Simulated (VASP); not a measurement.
# LiH (Fm-3m) in VASP: single point with PBEsol

Aim: the single point of LiH with PBEsol.

Program: VASP 6.6.1. These are calculated values, not measurements. Logs are shortened: lines on timing, memory, paths and dates and some standing lists are left out, and cuts for length are marked.

## (1) The cell of the first run

Symmetry: Fm-3m, No. 225, cubic system. Conventional cell: a = 3.997 Å, b = 3.997 Å, c = 3.997 Å, α = 90.00°, β = 90.00°, γ = 90.00°. Li (site symmetry m-3m) has 6 H at 2.00 Å within 2.6 Å. Within 2.6 Å of H (site symmetry m-3m) lie 6 Li at 2.00 Å.

## (2) Single point, PBEsol

Contents of INCAR:

```
PREC = Accurate
ENCUT = 880
EDIFF = 1E-6
ISMEAR = 0
SIGMA = 0.01
LREAL = False
LASPH = True
NELM = 120
ALGO = Normal
ISIF = 2
LWAVE = False
LCHARG = True
GGA = PS
LELF = True
LVHAR = True
NBANDS = 9
ISYM = -1
GGA_COMPAT = False
```

Contents of KPOINTS:

```
explicit points
256
Reciprocal
  0.00000000   0.00000000   0.06250000 2
  0.00000000   0.00000000   0.18750000 2
  0.00000000   0.00000000   0.31250000 2
  0.00000000   0.00000000   0.43750000 2
  0.00000000   0.12500000   0.06250000 2
  0.00000000   0.12500000   0.18750000 2
[... 248 lines left out ...]
  0.50000000   0.50000000   0.31250000 2
  0.50000000   0.50000000   0.43750000 2
```

Contents of POSCAR:

```
LiH
1.0
    0.0000000000      1.9984726907      1.9984726907
    1.9984726907      0.0000000000      1.9984726907
    1.9984726907      1.9984726907      0.0000000000
Li H
1 1
Direct
    0.0000000000      0.0000000000      0.0000000000
    0.5000000000      0.5000000000      0.5000000000
```

Potentials or basis: VASP PAW PBE potentials, release 64 (Li_sv, H).

Started as:

```
$ cat potpaw_PBE.64/Li_sv/POTCAR potpaw_PBE.64/H/POTCAR > POTCAR
$ mpirun -np 1 vasp_std > vasp.out
```

OUTCAR:

```text
PREC = Accurate
   ENCUT = 880
   EDIFF = 1E-6
   ISMEAR = 0
   LREAL = False
   LASPH = True
   NELM = 120
   ISIF = 2
   GGA = PS
   ISYM = -1

 ion  position               nearest neighbor table
   1  0.000  0.000  0.000-
   2  0.500  0.500  0.500-

IMPORTANT INFORMATION: All symmetrisations will be switched off!
NOSYMM: (Re-)initialisation of all symmetry stuff for point group C_1.

----------------------------------------------------------------------------------------

                                     Primitive cell

  volume of cell :      15.9634

  direct lattice vectors                    reciprocal lattice vectors
     0.000000000  1.998472691  1.998472691    -0.250191060  0.250191060  0.250191060
     1.998472691  0.000000000  1.998472691     0.250191060 -0.250191060  0.250191060
     1.998472691  1.998472691  0.000000000     0.250191060  0.250191060 -0.250191060

  length of vectors
     2.826267183  2.826267183  2.826267183     0.433343627  0.433343627  0.433343627

  position of ions in fractional coordinates (direct lattice)
     0.000000000  0.000000000  0.000000000
     0.500000000  0.500000000  0.500000000

  ion indices of the primitive-cell ions
   primitive index   ion index
                 1           1
                 2           2

----------------------------------------------------------------------------------------

 KPOINTS: explicit points

Read explicit list of k-points.

 Found    256 k-points:

 Following reciprocal coordinates:
            Coordinates               Weight
  0.000000  0.000000  0.062500      0.003906
  0.000000  0.000000  0.187500      0.003906
  0.000000  0.000000  0.312500      0.003906
  0.000000  0.000000  0.437500      0.003906
  0.000000  0.125000  0.062500      0.003906
  0.000000  0.125000  0.187500      0.003906
[... 16 lines left out ...]
  0.000000  0.375000  0.312500      0.003906
  0.000000  0.375000  0.437500      0.003906
 [... further k-points ...]
   k-points           NKPTS =    256   k-points in BZ     NKDIM =    256   number of bands    NBANDS=      9
   number of dos      NEDOS =    301   number of ions     NIONS =      2
   total plane-waves  NPLWV =  21952
   dimension x,y,z NGX =    28 NGY =   28 NGZ =   28
   dimension x,y,z NGXF=    56 NGYF=   56 NGZF=   56
   ions per type =               1   1
   NGX,Y,Z   is equivalent  to a cutoff of  16.47, 16.47, 16.47 a.u.
   NGXF,Y,Z  is equivalent  to a cutoff of  32.94, 32.94, 32.94 a.u.
 SYSTEM =  unknown system
   PREC   = accura    normal or accurate (medium, high low for compatibility)
   ISTART =      0    job   : 0-new  1-cont  2-samecut
   ICHARG =      2    charge: 1-file 2-atom 10-const
   ISPIN  =      1    spin polarized calculation?
   LNONCOLLINEAR =      F non collinear calculations
   LSORBIT =      F    spin-orbit coupling
   LASPH  =      T    aspherical Exc in radial PAW
   ENCUT  =  880.0 eV  64.68 Ry    8.04 a.u.   6.84  6.84  6.84*2*pi/ulx,y,z
   NELM   =    120;   NELMIN=  2; NELMDL= -5     # of ELM steps
   EDIFF  = 0.1E-05   stopping-criterion for ELM
   LREAL  =      F    real-space projection
   EDIFFG = 0.1E-04   stopping-criterion for IOM
   NSW    =      0    number of steps for IOM
   IBRION =     -1    ionic relax: 0-MD 1-quasi-New 2-CG
   NFREE  =      0    steps in history (QN), initial steepest desc. (CG)
   ISIF   =      2    stress and relaxation
   ISYM   =     -1    0-nonsym 1-usesym 2-fastsym
   POTIM  = 0.5000    time-step for ionic-motion
   TEBEG  =    0.0;   TEEND  =   0.0 temperature during run
   PSTRESS=    0.0 pullay stress
   NELECT =       4.0000    total number of electrons
   NUPDOWN=      -1.0000    fix difference up-down
   EMIN   =  10.00;   EMAX   =-10.00  energy-range for DOS
   EFERMI =   0.00;   METHOD = LEGACY
   ISMEAR =     0;   SIGMA  =   0.01  broadening in eV -4-tet -1-fermi 0-gaus
   EFERMI_NEDOS =   21; number of points for ismear=-14 and -15
   IALGO  =     38    algorithm
   IMIX   =      4    mixing-type and parameters
     AMIX     =   0.40;   BMIX     =  1.00
     AMIX_MAG =   1.60;   BMIX_MAG =  1.00
  volume/ion in A,a.u.               =       7.98        53.86
  Fermi-wavevector in a.u.,A,eV,Ry     =   1.032096  1.950378 14.493217  1.065221
  Thomas-Fermi vector in A             =   2.166276
   LORBIT       =      0    0 simple, 1 ext, 2 COOP (PROOUT), +10 PAW based schemes
   GGA     = PS    functional components
   LHFCALC =     F    Hartree Fock is set to
   AEXX    =    0.0000 exact exchange contribution
   IVDW    =     0    specifies the selected vdW correction
   LEPSILON=     F    determine dielectric tensor
   LRPA    =     F    only Hartree local field effects (RPA)
 non-spin polarized calculation
 Gauss-broadening in eV      SIGMA  =   0.01
  energy-cutoff  :      880.00
  volume of cell :       15.96
 maximum number of plane-waves:       955
 NGX is ok and might be reduce to    28
   NGX = 13   NGY = 13   NGZ = 13

 number of electron       4.0000001 magnetization

 Free energy of the ion-electron system (eV)
  ---------------------------------------------------
  ext. energy  EPLUGINS =         0.00000000
  ---------------------------------------------------
  free energy    TOTEN  =        -6.12136952 eV

  energy without entropy =       -6.12136952  energy(sigma->0) =       -6.12136952

 E-fermi :   0.0546     XC(G=0):  -8.6404

 val. band max:       -0.0631431566   @ k =   0.5000   0.5000   0.0625
 cond. band min:       3.3049332877   @ k =   0.5000   0.5000   0.0625
 fundamental gap:      3.3680764442
 Fermi energy:         0.0545717409

 k-point     1 :       0.0000    0.0000    0.0625
  band No.  band energies     occupation
      1     -43.4863      2.00000
      2      -5.3228      2.00000
      3      15.7612      0.00000
      4      17.5421      0.00000
      5      17.8347      0.00000
      6      17.8347      0.00000
      7      22.1033      0.00000
      8      23.0044      0.00000
      9      23.0044      0.00000

 k-point     2 :       0.0000    0.0000    0.1875
  band No.  band energies     occupation
      1     -43.4724      2.00000
      2      -4.7743      2.00000
      3      11.8857      0.00000
      4      15.9626      0.00000
      5      17.0373      0.00000
      6      17.0373      0.00000
      7      22.7794      0.00000
      8      23.5972      0.00000
      9      23.5972      0.00000

 k-point     3 :       0.0000    0.0000    0.3125
  band No.  band energies     occupation
      1     -43.4528      2.00000
      2      -3.7686      2.00000
      3       7.9031      0.00000
      4      14.6541      0.00000
      5      16.5513      0.00000
      6      16.5513      0.00000
      7      21.0469      0.00000
      8      21.0469      0.00000
      9      24.7362      0.00000

 k-point     4 :       0.0000    0.0000    0.4375
  band No.  band energies     occupation
      1     -43.4389      2.00000
      2      -2.7260      2.00000
      3       5.2904      0.00000
      4      13.9288      0.00000
      5      16.5400      0.00000
      6      16.5400      0.00000
      7      19.4169      0.00000
      8      19.4169      0.00000
      9      26.9682      0.00000

 k-point     5 :       0.0000    0.1250    0.0625
  band No.  band energies     occupation
      1     -43.4813      2.00000
      2      -5.1357      2.00000
      3      14.6097      0.00000
      4      16.4126      0.00000
      5      16.5546      0.00000
      6      18.5594      0.00000
      7      20.7583      0.00000
      8      24.2726      0.00000
      9      24.7284      0.00000

 k-point     6 :       0.0000    0.1250    0.1875
  band No.  band energies     occupation
      1     -43.4721      2.00000
      2      -4.7562      2.00000
      3      13.1561      0.00000
      4      14.9131      0.00000
      5      15.0754      0.00000
      6      18.6086      0.00000
      7      19.1550      0.00000
      8      24.3405      0.00000
      9      26.7662      0.00000

 k-point     7 :       0.0000    0.1250    0.3125
  band No.  band energies     occupation
      1     -43.4545      2.00000
      2      -3.8622      2.00000
      3       9.1800      0.00000
      4      13.2492      0.00000
      5      14.2931      0.00000
      6      17.5690      0.00000
      7      21.3079      0.00000
      8      23.2569      0.00000
      9      25.0022      0.00000

 k-point     8 :       0.0000    0.1250    0.4375
  band No.  band energies     occupation
      1     -43.4387      2.00000
      2      -2.7113      2.00000
      3       5.9982      0.00000
      4      12.0493      0.00000
      5      14.3047      0.00000
      6      16.5152      0.00000
      7      22.2756      0.00000
      8      22.7853      0.00000
      9      25.1249      0.00000

 k-point     9 :       0.0000    0.1250    0.5625
  band No.  band energies     occupation
      1     -43.4341      2.00000
      2      -2.2376      2.00000
      3       5.0109      0.00000
      4      11.4839      0.00000
      5      15.1136      0.00000
      6      15.8650      0.00000
      7      21.3625      0.00000
      8      22.8810      0.00000
      9      27.4664      0.00000

 k-point    10 :       0.0000    0.1250    0.6875
  band No.  band energies     occupation
      1     -43.4433      2.00000
      2      -3.1050      2.00000
      3       6.9426      0.00000
      4      11.5682      0.00000
      5      15.8579      0.00000
      6      16.6271      0.00000
      7      20.8267      0.00000
      8      24.2199      0.00000
      9      25.3564      0.00000
[... 85 lines left out ...]
 k-point    18 :       0.0000    0.2500    0.6875
  band No.  band energies     occupation
      1     -43.4316      2.00000
      2      -1.9624      2.00000
      3       6.2306      0.00000
      4       8.1083      0.00000
      5      14.3432      0.00000
      6      15.9406      0.00000
      7      24.2218      0.00000
      8      26.4884      0.00000
      9      27.1158      0.00000

 k-point    19 :       0.0000    0.2500    0.8125
  band No.  band energies     occupation
      1     -43.4444      2.00000
      2      -3.1878      2.00000
      3       8.1997      0.00000
      4       9.8240      0.00000
      5      16.0259      0.00000
      6      16.4555      0.00000
      7      22.1319      0.00000
      8      24.6249      0.00000
      9      26.6237      0.00000

 k-point    20 :       0.0000    0.2500    0.9375
  band No.  band energies     occupation
      1     -43.4581      2.00000
      2      -4.0741      2.00000
      3       9.1606      0.00000
      4      13.9536      0.00000
      5      16.1608      0.00000
      6      17.6817      0.00000
      7      20.8920      0.00000
      8      23.5059      0.00000
      9      23.7914      0.00000

 k-point    21 :       0.0000    0.3750    0.0625
  band No.  band energies     occupation
      1     -43.4460      2.00000
      2      -3.3103      2.00000
      3       6.8475      0.00000
      4      13.7375      0.00000
      5      15.3486      0.00000
      6      17.0653      0.00000
      7      20.5072      0.00000
      8      21.7374      0.00000
      9      25.1164      0.00000

 k-point    22 :       0.0000    0.3750    0.1875
  band No.  band energies     occupation
      1     -43.4436      2.00000
      2      -3.1174      2.00000
      3       7.9039      0.00000
      4      11.3528      0.00000
      5      13.2054      0.00000
      6      16.9980      0.00000
      7      20.4425      0.00000
      8      25.4217      0.00000
      9      26.1122      0.00000

 k-point    23 :       0.0000    0.3750    0.3125
  band No.  band energies     occupation
      1     -43.4357      2.00000
      2      -2.3811      2.00000
      3       7.0371      0.00000
      4      11.1467      0.00000
      5      11.8091      0.00000
      6      15.6068      0.00000
      7      17.5190      0.00000
      8      30.1242      0.00000
      9      31.1142      0.00000

 k-point    24 :       0.0000    0.3750    0.4375
  band No.  band energies     occupation
      1     -43.4268      2.00000
      2      -1.2005      2.00000
      3       4.9286      0.00000
      4      10.5540      0.00000
      5      11.2475      0.00000
      6      15.0314      0.00000
      7      17.4750      0.00000
      8      32.5989      0.00000
      9      32.6419      0.00000

 [... further k-points ...]

------------------------ aborting loop because EDIFF is reached ----------------------------------------

  FORCE on cell =-STRESS in cart. coord.  units (eV):
  Direction    XX          YY          ZZ          XY          YZ          ZX
  --------------------------------------------------------------------------------------
  -------------------------------------------------------------------------------------
  Total       -0.0458238     -0.0458232     -0.0458247     -0.0001024      0.0000860      0.0000867
  in kB       -4.5991488     -4.5990866     -4.5992314     -0.0102731      0.0086306      0.0087027
  external PRESSURE =      -4.5991556 kB  Pullay stress =       0.0000000 kB

 VOLUME and BASIS-vectors are now :
 -----------------------------------------------------------------------------
  energy-cutoff  :      880.00
  volume of cell :       15.96
      direct lattice vectors                 reciprocal lattice vectors
     0.000000000  1.998472691  1.998472691    -0.250191060  0.250191060  0.250191060
     1.998472691  0.000000000  1.998472691     0.250191060 -0.250191060  0.250191060
     1.998472691  1.998472691  0.000000000     0.250191060  0.250191060 -0.250191060

 POSITION                                       TOTAL-FORCE (eV/Angst)
 -----------------------------------------------------------------------------------
      0.00000      0.00000      0.00000        -0.000000      0.000000      0.000001
      1.99847      1.99847      1.99847         0.000000     -0.000000     -0.000001
 -----------------------------------------------------------------------------------
    total drift:                                0.000001      0.000001      0.000004

  FREE ENERGIE OF THE ION-ELECTRON SYSTEM (eV)
  ---------------------------------------------------
  free  energy   TOTEN  =        -6.1213695208 eV

  energy  without entropy=       -6.1213695208  energy(sigma->0) =       -6.12136952
```

It took 45 s on 1 thread of Intel Xeon Platinum 8375C at 2.90GHz (Ice Lake), shared host; peak memory 0.2 GiB.

What came out:

```yaml
Free_energy: -6.1214 eV
Pressure: -0.5 GPa
Band_gap_on_the_k_mesh: 3.37 eV
```

Levels at points of the mesh, in eV from the valence-band top:
```tsv
k point	band 1	band 2	band 3	band 4	band 5	band 6	band 7
(0.00, 0.00, 0.06)	-43.42	-5.26	15.82	17.61	17.90	17.90	22.17
```

Caveat: the PAW data sets were made with another functional, which shifts forces and pressure a little; a shifted mesh leaves out Γ, where band edges can lie. A k mesh can miss the band edges.
